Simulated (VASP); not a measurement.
# YbRe (Pm-3m) in VASP: notebook

YbRe is run at these levels: r2SCAN; tasks: single point.

Program: VASP 6.6.1. These are calculated values, not measurements. Logs are shortened: lines on timing, memory, paths and dates and some standing lists are left out, and cuts for length are marked.

### Step 1. The cell of the first run

It takes space group Pm-3m (No. 221, cubic). Conventional cell: a = 3.305 Å, b = 3.305 Å, c = 3.305 Å, α = 90.00°, β = 90.00°, γ = 90.00°. Yb (site symmetry m-3m) has 8 Re at 2.86 Å and 6 Yb at 3.30 Å within 3.8 Å. Within 3.8 Å of Re (site symmetry m-3m) lie 8 Yb at 2.86 Å and 6 Re at 3.30 Å.

### Step 2. Single point, r2SCAN (18.04 Å³/atom)

POSCAR

```
YbRe
1.0
    3.3045975893      0.0000000000      0.0000000000
    0.0000000000      3.3045975893      0.0000000000
    0.0000000000      0.0000000000      3.3045975893
Yb Re
1 1
Direct
    0.0000000000      0.0000000000      0.0000000000
    0.5000000000      0.5000000000      0.5000000000
```

INCAR.step1

```
SYSTEM = YbRe
ALGO = Normal
EDIFF = 1E-4
ENCUT = 520
GGA = PE
ISMEAR = 0
LASPH = .TRUE.
LCHARG = .FALSE.
LREAL = .FALSE.
LWAVE = .TRUE.
NBANDS = 22
NELM = 80
PREC = Accurate
SIGMA = 0.05
```

INCAR.step2

```
SYSTEM = YbRe
ALGO = Normal
EDIFF = 1E-6
ENCUT = 520
ISIF = 2
ISMEAR = 0
ISTART = 1
LASPH = .TRUE.
LCHARG = .FALSE.
LMIXTAU = .TRUE.
LREAL = .FALSE.
LWAVE = .FALSE.
METAGGA = R2SCAN
NBANDS = 22
NELM = 80
PREC = Accurate
SIGMA = 0.05
```

KPOINTS

```
k-points
0
G
  10 10 10
  0 0 0
```

Potentials or basis: VASP PAW PBE potentials, release 64 (Yb, Re).

Run with:

```bash
$ cat potpaw_PBE.64/Yb/POTCAR potpaw_PBE.64/Re/POTCAR > POTCAR
$ cp INCAR.step1 INCAR
$ mpirun -np 1 vasp_std > vasp.out
$ cp INCAR.step2 INCAR
$ mpirun -np 1 vasp_std > vasp.out
```

OUTCAR:

```text
SYSTEM = YbRe
   EDIFF = 1E-6
   ENCUT = 520
   ISIF = 2
   ISMEAR = 0
   ISTART = 1
   LASPH = .TRUE.
   LREAL = .FALSE.
   METAGGA = R2SCAN
   NELM = 80
   PREC = Accurate

 ion  position               nearest neighbor table
   1  0.000  0.000  0.000-   2 2.86   2 2.86   2 2.86   2 2.86   2 2.86   2 2.86   2 2.86   2 2.86

   2  0.500  0.500  0.500-   1 2.86   1 2.86   1 2.86   1 2.86   1 2.86   1 2.86   1 2.86   1 2.86

  LATTYP: Found a simple cubic cell.
 ALAT       =     3.3045975893

  Lattice vectors:

 A1 = (   3.3045975893,   0.0000000000,   0.0000000000)
 A2 = (   0.0000000000,   3.3045975893,   0.0000000000)
 A3 = (   0.0000000000,   0.0000000000,   3.3045975893)

Analysis of symmetry for initial positions (statically):
=====================================================================
 Subroutine PRICEL returns:
 Original cell was already a primitive cell.

 Routine SETGRP: Setting up the symmetry group for a
 simple cubic supercell.

 Subroutine GETGRP returns: Found 48 space group operations
 (whereof 48 operations were pure point group operations)
 out of a pool of 48 trial point group operations.

The static configuration has the point symmetry O_h .

Analysis of symmetry for dynamics (positions and initial velocities):
=====================================================================
 Subroutine PRICEL returns:
 Original cell was already a primitive cell.

 Routine SETGRP: Setting up the symmetry group for a
 simple cubic supercell.

 Subroutine GETGRP returns: Found 48 space group operations
 (whereof 48 operations were pure point group operations)
 out of a pool of 48 trial point group operations.

The dynamic configuration has the point symmetry O_h .

 Subroutine INISYM returns: Found 48 space group operations
 (whereof 48 operations are pure point group operations),
 and found     1 'primitive' translations

----------------------------------------------------------------------------------------

                                     Primitive cell

  volume of cell :      36.0874

  direct lattice vectors                    reciprocal lattice vectors
     3.304597589  0.000000000  0.000000000     0.302608706  0.000000000  0.000000000
     0.000000000  3.304597589  0.000000000     0.000000000  0.302608706  0.000000000
     0.000000000  0.000000000  3.304597589     0.000000000  0.000000000  0.302608706

  length of vectors
     3.304597589  3.304597589  3.304597589     0.302608706  0.302608706  0.302608706

  position of ions in fractional coordinates (direct lattice)
     0.000000000  0.000000000  0.000000000
     0.500000000  0.500000000  0.500000000

  ion indices of the primitive-cell ions
   primitive index   ion index
                 1           1
                 2           2

----------------------------------------------------------------------------------------

 KPOINTS: k-points

Automatic generation of k-mesh.
 Grid dimensions read from file:
 generate k-points for:   10   10   10

 Generating k-lattice:

  Cartesian coordinates                     Fractional coordinates (reciprocal lattice)
     0.030260871  0.000000000  0.000000000     0.100000000  0.000000000  0.000000000
     0.000000000  0.030260871  0.000000000     0.000000000  0.100000000  0.000000000
     0.000000000  0.000000000  0.030260871     0.000000000  0.000000000  0.100000000

  Length of vectors
     0.030260871  0.030260871  0.030260871

  Shift w.r.t. Gamma in fractional coordinates (k-lattice)
     0.000000000  0.000000000  0.000000000

 Subroutine IBZKPT returns following result:
 ===========================================

 Found     56 irreducible k-points:

 Following reciprocal coordinates:
            Coordinates               Weight
  0.000000  0.000000  0.000000      1.000000
  0.100000  0.000000  0.000000      6.000000
  0.200000  0.000000  0.000000      6.000000
  0.300000  0.000000  0.000000      6.000000
  0.400000  0.000000  0.000000      6.000000
  0.500000  0.000000  0.000000      3.000000
[... 16 lines left out ...]
  0.200000  0.100000  0.100000     24.000000
  0.300000  0.100000  0.100000     24.000000
 [... further k-points ...]
   k-points           NKPTS =     56   k-points in BZ     NKDIM =     56   number of bands    NBANDS=     22
   number of dos      NEDOS =    301   number of ions     NIONS =      2
   total plane-waves  NPLWV =  21952
   dimension x,y,z NGX =    28 NGY =   28 NGZ =   28
   dimension x,y,z NGXF=    56 NGYF=   56 NGZF=   56
   ions per type =               1   1
   NGX,Y,Z   is equivalent  to a cutoff of  14.09, 14.09, 14.09 a.u.
   NGXF,Y,Z  is equivalent  to a cutoff of  28.17, 28.17, 28.17 a.u.
 SYSTEM =  YbRe
   PREC   = accura    normal or accurate (medium, high low for compatibility)
   ISTART =      1    job   : 0-new  1-cont  2-samecut
   ICHARG =      0    charge: 1-file 2-atom 10-const
   ISPIN  =      1    spin polarized calculation?
   LNONCOLLINEAR =      F non collinear calculations
   LSORBIT =      F    spin-orbit coupling
   LASPH  =      T    aspherical Exc in radial PAW
   ENCUT  =  520.0 eV  38.22 Ry    6.18 a.u.   6.14  6.14  6.14*2*pi/ulx,y,z
   NELM   =     80;   NELMIN=  2; NELMDL=  0     # of ELM steps
   EDIFF  = 0.1E-05   stopping-criterion for ELM
   LREAL  =      F    real-space projection
   EDIFFG = 0.1E-04   stopping-criterion for IOM
   NSW    =      0    number of steps for IOM
   IBRION =     -1    ionic relax: 0-MD 1-quasi-New 2-CG
   NFREE  =      0    steps in history (QN), initial steepest desc. (CG)
   ISIF   =      2    stress and relaxation
   ISYM   =      2    0-nonsym 1-usesym 2-fastsym
   POTIM  = 0.5000    time-step for ionic-motion
   TEBEG  =    0.0;   TEEND  =   0.0 temperature during run
   PSTRESS=    0.0 pullay stress
   NELECT =      31.0000    total number of electrons
   NUPDOWN=      -1.0000    fix difference up-down
   EMIN   =  10.00;   EMAX   =-10.00  energy-range for DOS
   EFERMI =   0.00;   METHOD = LEGACY
   ISMEAR =     0;   SIGMA  =   0.05  broadening in eV -4-tet -1-fermi 0-gaus
   EFERMI_NEDOS =   21; number of points for ismear=-14 and -15
   IALGO  =     38    algorithm
   IMIX   =      4    mixing-type and parameters
     AMIX     =   0.40;   BMIX     =  1.00
     AMIX_MAG =   1.60;   BMIX_MAG =  1.00
  volume/ion in A,a.u.               =      18.04       121.76
  Fermi-wavevector in a.u.,A,eV,Ry     =   1.556241  2.940869 32.951754  2.421886
  Thomas-Fermi vector in A             =   2.660065
   LORBIT       =      0    0 simple, 1 ext, 2 COOP (PROOUT), +10 PAW based schemes
   METAGGA = R2SCAN    functional components
   LHFCALC =     F    Hartree Fock is set to
   AEXX    =    0.0000 exact exchange contribution
   IVDW    =     0    specifies the selected vdW correction
   LEPSILON=     F    determine dielectric tensor
   LRPA    =     F    only Hartree local field effects (RPA)
 non-spin polarized calculation
 Gauss-broadening in eV      SIGMA  =   0.05
  energy-cutoff  :      520.00
  volume of cell :       36.09
 maximum number of plane-waves:       996
 NGX is ok and might be reduce to    28
   NGX = 13   NGY = 13   NGZ = 13

 number of electron      31.0000010 magnetization

 Free energy of the ion-electron system (eV)
  ---------------------------------------------------
  ext. energy  EPLUGINS =         0.00000000
  ---------------------------------------------------
  free energy    TOTEN  =       -86.46417664 eV

  energy without entropy =      -86.45698720  energy(sigma->0) =      -86.46058192

 E-fermi :   4.4110     XC(G=0): -13.8262

 val. band max:        4.4098004278   @ k =   0.4000   0.2000   0.1000
 cond. band min:       4.4180241345   @ k =   0.3000   0.1000   0.1000
 fundamental gap:      0.0082237067
 Fermi energy:         4.4110202625

 k-point     1 :       0.0000    0.0000    0.0000
  band No.  band energies     occupation
      1     -48.1309      2.00000
      2     -19.4979      2.00000
      3     -19.4979      2.00000
      4     -19.4979      2.00000
      5      -2.9570      2.00000
      6       0.6477      2.00000
[... 14 lines left out ...]
     21      14.1392      0.00000
     22      14.1433      0.00000

 k-point     2 :       0.1000    0.0000    0.0000
  band No.  band energies     occupation
      1     -48.1278      2.00000
      2     -19.5627      2.00000
      3     -19.4961      2.00000
      4     -19.4961      2.00000
      5      -2.7112      2.00000
      6       0.7325      2.00000
[... 14 lines left out ...]
     21      12.4522      0.00000
     22      13.8267      0.00000

 k-point     3 :       0.2000    0.0000    0.0000
  band No.  band energies     occupation
      1     -48.1199      2.00000
      2     -19.7281      2.00000
      3     -19.4911      2.00000
      4     -19.4911      2.00000
      5      -2.0118      2.00000
      6       0.9702      2.00000
[... 14 lines left out ...]
     21      10.8892      0.00000
     22      12.8549      0.00000

 k-point     4 :       0.3000    0.0000    0.0000
  band No.  band energies     occupation
      1     -48.1101      2.00000
      2     -19.9249      2.00000
      3     -19.4849      2.00000
      4     -19.4849      2.00000
      5      -0.9706      2.00000
      6       1.3018      2.00000
[... 14 lines left out ...]
     21       9.6727      0.00000
     22      12.8950      0.00000

 k-point     5 :       0.4000    0.0000    0.0000
  band No.  band energies     occupation
      1     -48.1021      2.00000
      2     -20.0786      2.00000
      3     -19.4799      2.00000
      4     -19.4799      2.00000
      5       0.1999      2.00000
      6       1.6079      2.00000
[... 417 lines left out ...]
 k-point    22 :       0.1000    0.1000    0.1000
  band No.  band energies     occupation
      1     -48.1220      2.00000
      2     -19.5776      2.00000
      3     -19.5447      2.00000
      4     -19.5447      2.00000
      5      -2.2484      2.00000
      6       1.0397      2.00000
[... 14 lines left out ...]
     21      12.3992      0.00000
     22      12.3992      0.00000

 k-point    23 :       0.2000    0.1000    0.1000
  band No.  band energies     occupation
      1     -48.1145      2.00000
      2     -19.7180      2.00000
      3     -19.5488      2.00000
      4     -19.5397      2.00000
      5      -1.6069      2.00000
      6       1.2404      2.00000
[... 14 lines left out ...]
     21      10.8604      0.00000
     22      12.5530      0.00000

 k-point    24 :       0.3000    0.1000    0.1000
  band No.  band energies     occupation
      1     -48.1051      2.00000
      2     -19.9051      2.00000
      3     -19.5336      2.00000
      4     -19.5335      2.00000
      5      -0.6707      2.00000
      6       1.5130      2.00000
[... 14 lines left out ...]
     21       9.9546      0.00000
     22      12.6024      0.00000

 [... further k-points ...]

------------------------ aborting loop because EDIFF is reached ----------------------------------------

  FORCE on cell =-STRESS in cart. coord.  units (eV):
  Direction    XX          YY          ZZ          XY          YZ          ZX
  --------------------------------------------------------------------------------------
  -------------------------------------------------------------------------------------
  Total        1.5101793      1.5101793      1.5101793      0.0000000      0.0000000     -0.0000000
  in kB       67.0476155     67.0476155     67.0476155      0.0000000      0.0000000     -0.0000000
  external PRESSURE =      67.0476155 kB  Pullay stress =       0.0000000 kB

 VOLUME and BASIS-vectors are now :
 -----------------------------------------------------------------------------
  energy-cutoff  :      520.00
  volume of cell :       36.09
      direct lattice vectors                 reciprocal lattice vectors
     3.304597589  0.000000000  0.000000000     0.302608706  0.000000000  0.000000000
     0.000000000  3.304597589  0.000000000     0.000000000  0.302608706  0.000000000
     0.000000000  0.000000000  3.304597589     0.000000000  0.000000000  0.302608706

 POSITION                                       TOTAL-FORCE (eV/Angst)
 -----------------------------------------------------------------------------------
      0.00000      0.00000      0.00000         0.000000      0.000000      0.000000
      1.65230      1.65230      1.65230         0.000000      0.000000      0.000000
 -----------------------------------------------------------------------------------
    total drift:                               -0.000000     -0.000000     -0.000000

  FREE ENERGIE OF THE ION-ELECTRON SYSTEM (eV)
  ---------------------------------------------------
  free  energy   TOTEN  =       -86.4641766416 eV

  energy  without entropy=      -86.4569872047  energy(sigma->0) =      -86.46058192
```

It took 3.8 min on 1 thread of AMD EPYC 9R45 (Zen 5), shared host; peak memory 0.19 GiB.

What came out:

* Free energy: -86.4642 eV
* Pressure: 6.7 GPa
* Band gap on the k mesh: zero (an odd number of electrons rules out a gap without spin polarisation)

Caveat: the cell stands under pressure; the PAW data sets were made with another functional, which shifts forces and pressure a little; spin-orbit coupling is left out, which moves the levels of the heavy elements.

[end of part 1 of 2]
